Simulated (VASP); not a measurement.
Wanted: the native input for a VASP 6.6.1 run.

| Property | Result |
| --- | --- |
| Task | single point |
| Functional | PBE |
| Potentials or basis | VASP PAW PBE potentials, release 64 (Sn_d, Se) |
| Cutoff | 520 eV |
| k mesh | 9 × 9 × 9 |
| Occupations | fermi-dirac, width 0.02 eV |
| Spin | no spin polarisation |
| Dipole correction | no |
| Further INCAR settings | ALGO = Normal; EDIFF = 1e-06; NBANDS = 17 |

The structure of SnSe lies in POSCAR:

```
SnSe
1.0
    0.0000000000      3.0702000000      3.0100000000
    3.0702000000      0.0000000000      3.0100000000
    3.0702000000      3.0702000000      0.0000000000
Sn Se
1 1
Direct
    0.0000000000      0.0000000000      0.0000000000
    0.5000000000      0.5000000000      0.5000000000
```

This cell differs from its parent crystal: equal xx and yy strain of +2 %.

The input as run:

INCAR

```
SYSTEM = SnSe
PREC     = Accurate       ! precision mode
ENCUT    = 520            ! plane-wave cutoff, eV
EDIFF    = 1E-6           ! SCF threshold, eV
ISMEAR   = -1             ! smearing method
SIGMA    = 0.02           ! smearing width, eV
LREAL    = .False.        ! projectors in reciprocal space
LASPH    = .True.         ! aspherical terms in the spheres
NELM     = 100            ! most SCF steps
ALGO     = Normal         ! electronic algorithm
ISIF     = 2              ! what is computed and relaxed
LWAVE    = .False.        ! write WAVECAR
LCHARG   = .False.        ! write CHGCAR
GGA      = PE             ! functional
NBANDS   = 17             ! bands
```

KPOINTS

```
Automatic mesh
0
Gamma
  9 9 9
  0 0 0
```

Potentials or basis: VASP PAW PBE potentials, release 64 (Sn_d, Se).

The run is started by

```sh
$ cat potpaw_PBE.64/Sn_d/POTCAR potpaw_PBE.64/Se/POTCAR > POTCAR
$ mpirun -np 1 vasp_std > vasp.out
```

Results of the run:

| Property | Result |
| --- | --- |
| Pressure | -0.9 GPa |
| Band gap on the k mesh | 0.65 eV, indirect (least direct gap 0.68 eV) |

Caveat: the cell differs from its parent crystal (equal xx and yy strain of +2 %); spin-orbit coupling is left out, which moves the levels of the heavy elements.

It took 51 s on 1 thread of AMD EPYC 7R13 Processor (Zen 3) (shared host), peak memory 0.19 GiB.
